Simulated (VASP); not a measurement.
# Si (Ibca) in VASP: notebook

Runs on Si. Level: PBEsol. Tasks: single point.

All numbers are computed with VASP 6.6.1; they aren't measurements. Logs are shortened: lines on timing, memory, paths and dates and some standing lists are left out, and cuts for length are marked.

**1. The cell of the first run**

Symmetry: Ibca, No. 73, orthorhombic system. The conventional cell has a = 6.557 Å, b = 6.557 Å, c = 7.221 Å, α = 90.00°, β = 90.00°, γ = 90.00°. Within 3.1 Å of Si (site symmetry 1) lie 4 Si at 2.36 to 2.52 Å.

**2. Single point, PBEsol (19.40 Å³/atom)**

File INCAR:

```
SYSTEM = Si
PREC = Accurate
ENCUT = 520
EDIFF = 1E-6
ISMEAR = 0
SIGMA = 0.15
LREAL = .FALSE.
LASPH = .TRUE.
NELM = 60
ALGO = Normal
ISIF = 2
LWAVE = .FALSE.
LCHARG = .FALSE.
GGA = PS
NBANDS = 26
```

File KPOINTS:

```
Automatic mesh
0
G
  10 10 10
  0 0 0
```

File POSCAR:

```
Si
1.0
   -3.2783623406      3.2783623406      3.6104604457
    3.2783623406     -3.2783623406      3.6104604457
    3.2783623406      3.2783623406     -3.6104604457
Si
8
Direct
    0.2047947401      0.2047947401      0.2047947401
    0.5000000000      0.0000000000      0.2952052599
    0.2952052599      0.5000000000      0.0000000000
    0.0000000000      0.2952052599      0.5000000000
    0.7952052599      0.7952052599      0.7952052599
    0.5000000000      0.0000000000      0.7047947401
    0.7047947401      0.5000000000      0.0000000000
    0.0000000000      0.7047947401      0.5000000000
```

Potentials or basis: VASP PAW PBE potentials, release 64 (Si).

Command:

```bash
$ cat potpaw_PBE.64/Si/POTCAR > POTCAR
$ mpirun -np 1 vasp_std > vasp.out
```

OUTCAR:

```text
SYSTEM = Si
   PREC = Accurate
   ENCUT = 520
   EDIFF = 1E-6
   ISMEAR = 0
   LREAL = .FALSE.
   LASPH = .TRUE.
   NELM = 60
   ISIF = 2
   GGA = PS

 ion  position               nearest neighbor table
   1  0.205  0.205  0.205-   2 2.36   5 2.41   4 2.44   3 2.52
   2  0.500  0.000  0.295-   1 2.36   6 2.41   3 2.44   4 2.52
   3  0.295  0.500  0.000-   4 2.36   7 2.41   2 2.44   1 2.52
   4  0.000  0.295  0.500-   3 2.36   8 2.41   1 2.44   2 2.52
   5  0.795  0.795  0.795-   6 2.36   1 2.41   8 2.44   7 2.52
   6  0.500  0.000  0.705-   5 2.36   2 2.41   7 2.44   8 2.52
   7  0.705  0.500  0.000-   8 2.36   3 2.41   6 2.44   5 2.52
   8  0.000  0.705  0.500-   7 2.36   4 2.41   5 2.44   6 2.52

  LATTYP: Found a body centered tetragonal cell.
 ALAT       =     6.5567246812
 C/A-ratio  =     1.1013000000

  Lattice vectors:

 A1 = (  -3.2783623406,   3.2783623406,   3.6104604457)
 A2 = (   3.2783623406,  -3.2783623406,   3.6104604457)
 A3 = (   3.2783623406,   3.2783623406,  -3.6104604457)

Analysis of symmetry for initial positions (statically):
=====================================================================
 Subroutine PRICEL returns:
 Original cell was already a primitive cell.

 Routine SETGRP: Setting up the symmetry group for a
 body centered tetragonal supercell.

 Subroutine GETGRP returns: Found  8 space group operations
 (whereof  2 operations were pure point group operations)
 out of a pool of 16 trial point group operations.

The static configuration has the point symmetry S_2 .
 The point group associated with its full space group is D_2h.

Analysis of symmetry for dynamics (positions and initial velocities):
=====================================================================
 Subroutine PRICEL returns:
 Original cell was already a primitive cell.

 Routine SETGRP: Setting up the symmetry group for a
 body centered tetragonal supercell.

 Subroutine GETGRP returns: Found  8 space group operations
 (whereof  2 operations were pure point group operations)
 out of a pool of 16 trial point group operations.

The dynamic configuration has the point symmetry S_2 .
 The point group associated with its full space group is D_2h.

 Subroutine INISYM returns: Found  8 space group operations
 (whereof  2 operations are pure point group operations),
 and found     1 'primitive' translations

[... 97 lines left out ...]
   PREC   = accura    normal or accurate (medium, high low for compatibility)
   ISTART =      0    job   : 0-new  1-cont  2-samecut
   ICHARG =      2    charge: 1-file 2-atom 10-const
   ISPIN  =      1    spin polarized calculation?
   LNONCOLLINEAR =      F non collinear calculations
   LSORBIT =      F    spin-orbit coupling
   LASPH  =      T    aspherical Exc in radial PAW
   ENCUT  =  520.0 eV  38.22 Ry    6.18 a.u.  10.93 10.93 10.93*2*pi/ulx,y,z
   NELM   =     60;   NELMIN=  2; NELMDL= -5     # of ELM steps
   EDIFF  = 0.1E-05   stopping-criterion for ELM
   LREAL  =      F    real-space projection
[... 7 lines left out ...]
   TEBEG  =    0.0;   TEEND  =   0.0 temperature during run
   PSTRESS=    0.0 pullay stress
   NELECT =      32.0000    total number of electrons
   NUPDOWN=      -1.0000    fix difference up-down
   EMIN   =  10.00;   EMAX   =-10.00  energy-range for DOS
   EFERMI =   0.00;   METHOD = LEGACY
   ISMEAR =     0;   SIGMA  =   0.15  broadening in eV -4-tet -1-fermi 0-gaus
   EFERMI_NEDOS =   21; number of points for ismear=-14 and -15
   IALGO  =     38    algorithm
   IMIX   =      4    mixing-type and parameters
     AMIX     =   0.40;   BMIX     =  1.00
     AMIX_MAG =   1.60;   BMIX_MAG =  1.00
  volume/ion in A,a.u.               =      19.40       130.93
  Fermi-wavevector in a.u.,A,eV,Ry     =   0.967118  1.827587 12.725755  0.935317
  Thomas-Fermi vector in A             =   2.096976
   LORBIT       =      0    0 simple, 1 ext, 2 COOP (PROOUT), +10 PAW based schemes
   GGA     = PS    functional components
   LHFCALC =     F    Hartree Fock is set to
   AEXX    =    0.0000 exact exchange contribution
   IVDW    =     0    specifies the selected vdW correction
   LEPSILON=     F    determine dielectric tensor
   LRPA    =     F    only Hartree local field effects (RPA)
 non-spin polarized calculation
 Gauss-broadening in eV      SIGMA  =   0.15
  energy-cutoff  :      520.00
  volume of cell :      155.22
 maximum number of plane-waves:      4208
 NGX is ok and might be reduce to    48
   NGX = 21   NGY = 21   NGZ = 21

 number of electron      32.0000000 magnetization

 Free energy of the ion-electron system (eV)
  ---------------------------------------------------
  ext. energy  EPLUGINS =         0.00000000
  ---------------------------------------------------
  free energy    TOTEN  =       -44.38301191 eV

  energy without entropy =      -44.36837432  energy(sigma->0) =      -44.37569312

 E-fermi :   6.3654     XC(G=0):  -9.8500

 val. band max:        6.3585785628   @ k =  -0.4000   0.4000   0.4000
 cond. band min:       6.3711127625   @ k =   0.4000  -0.0000   0.0000
 fundamental gap:      0.0125341998
 Fermi energy:         6.3654011138

 k-point     1 :       0.0000    0.0000    0.0000
  band No.  band energies     occupation
      1      -5.8516      2.00000
      2      -1.8107      2.00000
      3      -1.6727      2.00000
      4      -1.4638      2.00000
      5      -0.8593      2.00000
      6      -0.0375      2.00000
[... 685 lines left out ...]
     25      11.1434      0.00000
     26      11.3388      0.00000

 [... further k-points ...]
[... 5 lines left out ...]
  --------------------------------------------------------------------------------------
  -------------------------------------------------------------------------------------
  Total       -2.1158297     -1.6898573    -14.1026989     -0.0000000      0.0000000      0.0000000
  in kB      -21.8401088    -17.4431187   -145.5714904     -0.0000000      0.0000000      0.0000000
  external PRESSURE =     -61.6182393 kB  Pullay stress =       0.0000000 kB

 VOLUME and BASIS-vectors are now :
 -----------------------------------------------------------------------------
  energy-cutoff  :      520.00
  volume of cell :      155.22
      direct lattice vectors                 reciprocal lattice vectors
    -3.278362341  3.278362341  3.610460446     0.000000000  0.152515173  0.138486492
     3.278362341 -3.278362341  3.610460446     0.152515173  0.000000000  0.138486492
     3.278362341  3.278362341 -3.610460446     0.152515173  0.152515173  0.000000000

 POSITION                                       TOTAL-FORCE (eV/Angst)
 -----------------------------------------------------------------------------------
      0.67139      0.67139      0.73940         0.023187     -0.496980     -0.003764
     -0.67139      2.60697      0.73940        -0.023187      0.496980     -0.003764
      0.67139     -0.67139      2.87106         0.023187      0.496980      0.003764
      2.60697      0.67139     -0.73940        -0.023187     -0.496980      0.003764
      2.60697      2.60697      2.87106        -0.023187      0.496980      0.003764
      0.67139      3.94975     -0.73940         0.023187     -0.496980      0.003764
     -0.67139      0.67139      4.34986        -0.023187     -0.496980     -0.003764
      3.94975     -0.67139      0.73940         0.023187      0.496980     -0.003764
 -----------------------------------------------------------------------------------
    total drift:                               -0.000000      0.000000      0.000000

  FREE ENERGIE OF THE ION-ELECTRON SYSTEM (eV)
  ---------------------------------------------------
  free  energy   TOTEN  =       -44.3830119145 eV

  energy  without entropy=      -44.3683743157  energy(sigma->0) =      -44.37569312
```

OSZICAR:

```text
N       E                     dE             d eps       ncg     rms          rms(c)
DAV:   1     0.546281885312E+02    0.54628E+02   -0.11989E+04  8892   0.102E+03
DAV:   2    -0.402692487624E+02   -0.94897E+02   -0.87531E+02 10990   0.142E+02
DAV:   3    -0.449950542412E+02   -0.47258E+01   -0.46161E+01 11846   0.284E+01
DAV:   4    -0.450693058059E+02   -0.74252E-01   -0.74008E-01 11100   0.442E+00
DAV:   5    -0.450706053457E+02   -0.12995E-02   -0.12985E-02 11750   0.552E-01    0.878E+00
DAV:   6    -0.445498504736E+02    0.52075E+00   -0.35001E-01 10860   0.249E+00    0.509E+00
DAV:   7    -0.443883870358E+02    0.16146E+00   -0.44911E-01 11278   0.269E+00    0.614E-01
DAV:   8    -0.443833302122E+02    0.50568E-02   -0.77616E-02 10406   0.129E+00    0.370E-01
DAV:   9    -0.443832772440E+02    0.52968E-04   -0.33578E-03 11084   0.311E-01    0.191E-01
DAV:  10    -0.443830524372E+02    0.22481E-03   -0.43949E-04 11224   0.106E-01    0.607E-02
DAV:  11    -0.443830179099E+02    0.34527E-04   -0.31603E-04 10826   0.738E-02    0.258E-02
DAV:  12    -0.443830132239E+02    0.46860E-05   -0.50916E-05 10292   0.332E-02    0.195E-02
DAV:  13    -0.443830120669E+02    0.11569E-05   -0.26876E-06  9770   0.704E-03    0.403E-03
DAV:  14    -0.443830119145E+02    0.15243E-06   -0.50337E-07  5408   0.339E-03
   1 F= -.44383012E+02 E0= -.44375693E+02  d E =-.146376E-01
```

Run time: 5.3 min. Hardware: 1 thread of Intel Xeon 6975P-C (Granite Rapids), shared host; peak memory 0.62 GiB.

Results:

```
Free energy            : -44.3830 eV
Pressure               : -6.2 GPa
Largest force          : 0.498 eV/Å
Band gap on the k mesh : zero (bands 16 and 17 overlap by 0.29 eV)
```

Forces on the atoms (eV/Å):
```
Si   0.023 -0.497 -0.004
Si  -0.023  0.497 -0.004
Si   0.023  0.497  0.004
Si  -0.023 -0.497  0.004
Si  -0.023  0.497  0.004
Si   0.023 -0.497  0.004
Si  -0.023 -0.497 -0.004
Si   0.023  0.497 -0.004
```

Stress tensor (GPa, compression positive):
```
 -2.18   0.00   0.00
  0.00  -1.74   0.00
  0.00   0.00 -14.56
```

Levels at points of the mesh, in eV from the Fermi level:
```tsv
k point	band 14	band 15	band 16	band 17	band 18	band 19
(0.00, 0.00, 0.00)	-2.09	-1.10	-0.22	0.50	2.24	2.41
(0.50, 0.00, 0.00)	-1.79	-0.79	-0.79	0.03	0.03	2.00
(0.00, 0.50, 0.00)	-1.88	-1.30	-1.30	0.78	0.78	1.82
(0.50, 0.50, 0.00)	-1.87	-1.48	-1.48	0.47	0.47	1.50
(0.50, 0.50, 0.50)	-0.65	-0.18	0.12	0.72	1.91	2.17
```

Caveat: the stress differs along the axes, from -15 to -2 GPa; semilocal functionals underestimate gaps, and a narrow one can read as zero; the PAW data sets were made with another functional, which shifts forces and pressure a little.

**3. Single point, PBEsol (19.40 Å³/atom)**

File INCAR:

```
PREC = Accurate
ENCUT = 520
EDIFF = 1E-7
ISMEAR = 0
SIGMA = 0.15
LREAL = F
LASPH = T
NELM = 60
ALGO = Normal
ISIF = 2
LWAVE = F
LCHARG = F
GGA = PS
NBANDS = 26
```

File KPOINTS:

```
regular mesh
0
Gamma
  10 10 10
```

POSCAR, as its differences from that of step 2:

```diff
@@ -2,5 +2,5 @@
 1.0
-   -3.2783623406      3.2783623406      3.6104604457
-    3.2783623406     -3.2783623406      3.6104604457
-    3.2783623406      3.2783623406     -3.6104604457
+   -3.3315408697      3.3315408697      3.4961189887
+    3.3315408697     -3.3315408697      3.4961189887
+    3.3315408697      3.3315408697     -3.4961189887
 Si
```

Potentials or basis: VASP PAW PBE potentials, release 64 (Si).

Command:

```bash
$ cat potpaw_PBE.64/Si/POTCAR > POTCAR
$ mpirun -np 1 vasp_std > vasp.out
```

Run time: 6 min. Hardware: 1 thread of Intel Xeon 6975P-C (Granite Rapids), shared host; peak memory 0.62 GiB.

Results (log left out):

| Property | Result |
| --- | --- |
| Free energy | -44.6795 eV |
| Pressure | -6.4 GPa |
| Largest force | 0.359 eV/Å |
| Band gap on the k mesh | zero (bands 16 and 17 overlap by 0.18 eV) |

Forces in eV/Å, atoms in the order of the input:
```
Si  -0.092 -0.338 -0.079
Si   0.092  0.338 -0.079
Si  -0.092  0.338  0.079
Si   0.092 -0.338  0.079
Si   0.092  0.338  0.079
Si  -0.092 -0.338  0.079
Si   0.092 -0.338 -0.079
Si  -0.092  0.338 -0.079
```

Stress tensor (GPa, compression positive):
```
 -4.37   0.00   0.00
  0.00  -4.27   0.00
  0.00   0.00 -10.68
```

Levels at points of the mesh, in eV from the Fermi level:
| k point | band 13 | band 14 | band 15 | band 16 | band 17 | band 18 | band 19 | band 20 |
| --- | --- | --- | --- | --- | --- | --- | --- | --- |
| (0.00, 0.00, 0.00) | -3.74 | -1.70 | -1.25 | -0.57 | 1.05 | 1.95 | 2.03 | 3.33 |
| (0.50, 0.00, 0.00) | -1.92 | -1.92 | -1.03 | -1.03 | 0.19 | 0.19 | 1.94 | 1.94 |
| (0.00, 0.50, 0.00) | -2.00 | -2.00 | -1.28 | -1.28 | 0.57 | 0.57 | 1.85 | 1.85 |
| (0.50, 0.50, 0.00) | -1.95 | -1.95 | -1.35 | -1.35 | 0.43 | 0.43 | 1.76 | 1.76 |
| (0.50, 0.50, 0.50) | -2.45 | -0.69 | 0.01 | 0.19 | 0.45 | 2.35 | 2.37 | 2.53 |

Caveat: the stress differs along the axes, from -11 to -4 GPa; semilocal functionals underestimate gaps, and a narrow one can read as zero; the PAW data sets were made with another functional, which shifts forces and pressure a little.

**4. Single point, PBEsol (18.54 Å³/atom)**

This run uses another cell than the first one, of 18.54 Å³/atom.

File INCAR:

```
SYSTEM = Si
ALGO     = Normal         ! electronic algorithm
EDIFF    = 1E-6           ! SCF threshold, eV
ENCUT    = 520            ! plane-wave cutoff, eV
GGA      = PS             ! functional
ISIF     = 2              ! what is computed and relaxed
ISMEAR   = 0              ! smearing method
LASPH    = .True.         ! aspherical terms in the spheres
LCHARG   = .False.        ! write CHGCAR
LREAL    = .False.        ! projectors in reciprocal space
LWAVE    = .False.        ! write WAVECAR
NBANDS   = 26             ! bands
NELM     = 80             ! most SCF steps
PREC     = Accurate       ! precision mode
SIGMA    = 0.15           ! smearing width, eV
```

File KPOINTS:

```
k-points
0
Gamma
  10 10 10
  0 0 0
```

POSCAR, as its differences from that of step 3:

```diff
@@ -2,5 +2,5 @@
 1.0
-   -3.3315408697      3.3315408697      3.4961189887
-    3.3315408697     -3.3315408697      3.4961189887
-    3.3315408697      3.3315408697     -3.4961189887
+   -3.2032035961      3.2032035961      3.6138542971
+    3.2032035961     -3.2032035961      3.6138542971
+    3.2032035961      3.2032035961     -3.6138542971
 Si
```

Command:

```bash
$ cat potpaw_PBE.64/Si/POTCAR > POTCAR
$ mpirun -np 1 vasp_std > vasp.out
```

It took 16 min on 1 thread of Intel Xeon 8259CL, shared host; peak memory 0.61 GiB.

Results (log left out):

```yaml
Free_energy: -44.3462 eV
Pressure: -2.3 GPa
Largest_force: 0.692 eV/Å
Band_gap_on_the_k_mesh: zero (bands 16 and 17 overlap by 0.54 eV)
```

Forces on the atoms (eV/Å):
```
Si   0.238 -0.617  0.206
Si  -0.238  0.617  0.206
Si   0.238  0.617 -0.206
Si  -0.238 -0.617 -0.206
Si  -0.238  0.617 -0.206
Si   0.238 -0.617 -0.206
Si  -0.238 -0.617  0.206
Si   0.238  0.617  0.206
```

Stress tensor (GPa, compression positive):
```
  2.76   0.00   0.00
  0.00   3.71   0.00
  0.00   0.00 -13.47
```

Levels at points of the mesh, in eV from the Fermi level:
| k point | band 13 | band 14 | band 15 | band 16 | band 17 | band 18 | band 19 | band 20 |
| --- | --- | --- | --- | --- | --- | --- | --- | --- |
| (0.00, 0.00, 0.00) | -3.72 | -2.38 | -1.04 | -0.02 | 0.20 | 2.43 | 2.68 | 3.10 |
| (0.50, 0.00, 0.00) | -1.78 | -1.78 | -0.69 | -0.69 | -0.10 | -0.10 | 2.10 | 2.10 |
| (0.00, 0.50, 0.00) | -1.85 | -1.85 | -1.38 | -1.38 | 0.89 | 0.89 | 1.86 | 1.86 |
| (0.50, 0.50, 0.00) | -1.91 | -1.91 | -1.61 | -1.61 | 0.48 | 0.48 | 1.40 | 1.40 |
| (0.50, 0.50, 0.50) | -2.46 | -0.59 | -0.29 | 0.08 | 0.92 | 1.75 | 2.09 | 2.25 |

Caveat: the stress differs along the axes, from -13 to 4 GPa; semilocal functionals underestimate gaps, and a narrow one can read as zero; the PAW data sets were made with another functional, which shifts forces and pressure a little.

**5. Overview**

| cell | gap on the mesh (eV) | pressure (GPa) | largest force (eV/Å) |
| --- | --- | --- | --- |
| a = 5.876 Å, angles 112.2, 112.2, 104.2°, 8 atoms | none | -6.2 | 0.50 |
| a = 5.867 Å, angles 110.8, 110.8, 106.8°, 8 atoms | none | -6.4 | 0.36 |
| a = 5.795 Å, angles 112.9, 112.9, 102.8°, 8 atoms | none | -2.3 | 0.69 |

Alike in all rows: task single point; level PBEsol; potentials or basis VASP PAW PBE potentials, release 64 (Si); no spin polarisation; k mesh 10 × 10 × 10; cutoff (eV) 520; smearing gaussian 0.15 eV.

Caveats: semilocal functionals underestimate gaps, and a narrow one can read as zero; the PAW data sets were made with another functional, which shifts forces and pressure a little; the stress differs along the axes, from -15 to -2 GPa (at least some runs); the stress differs along the axes, from -11 to -4 GPa (at least some runs); the stress differs along the axes, from -13 to 4 GPa (at least some runs).

Total energies depend on the potentials used, so only differences within one code and one set of settings carry meaning.

The gap in the log of VASP goes by the Fermi energy; the results here count the filled bands.